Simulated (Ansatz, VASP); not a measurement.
# ZrSi2: VASP beside Ansatz

```
Zr Si
1.0
     1.85138   -7.42053    0.00000
     1.85138    7.42053    0.00000
     0.00000    0.00000    3.66145
Zr Si
2 4
Cartesian
  1.8514 -5.8522 0.9154
  1.8514 5.8522 2.7461
  1.8514 -0.7707 0.9154
  1.8514 0.7707 2.7461
  1.8514 3.7070 0.9154
  1.8514 -3.7070 2.7461
```

Alike in both runs: task single point; functional r2SCAN; k mesh 8 × 8 × 8; occupations fermi-dirac, width 0.1 eV; no spin polarisation.

|  | VASP | Ansatz |
| --- | --- | --- |
| version | VASP 6.6.1 | Ansatz 0.2.0 |
| potentials or method | VASP PAW PBE potentials, release 64 (Zr_sv, Si), cutoff 520 eV | PAW plane waves |
| valence electrons in the cell | 40 | 40 |

Ansatz gave:

* pressure (GPa): -0.1
* traceless stress, the component that is largest in VASP (GPa): -0.72
* rms of the force components (eV/Å): 0.012

Problem. What did VASP give for the same quantities?

Solution. Pressure (GPa): -0.1; traceless stress, the component that is largest in VASP (GPa): -0.70; rms of the force components (eV/Å): 0.017.

VASP's potentials were made for PBE, not for r2SCAN. Atom by atom the forces differ by 0.005 eV/Å (rms over components). The functional is the same, so the differences come from potentials, cutoffs and numerics.
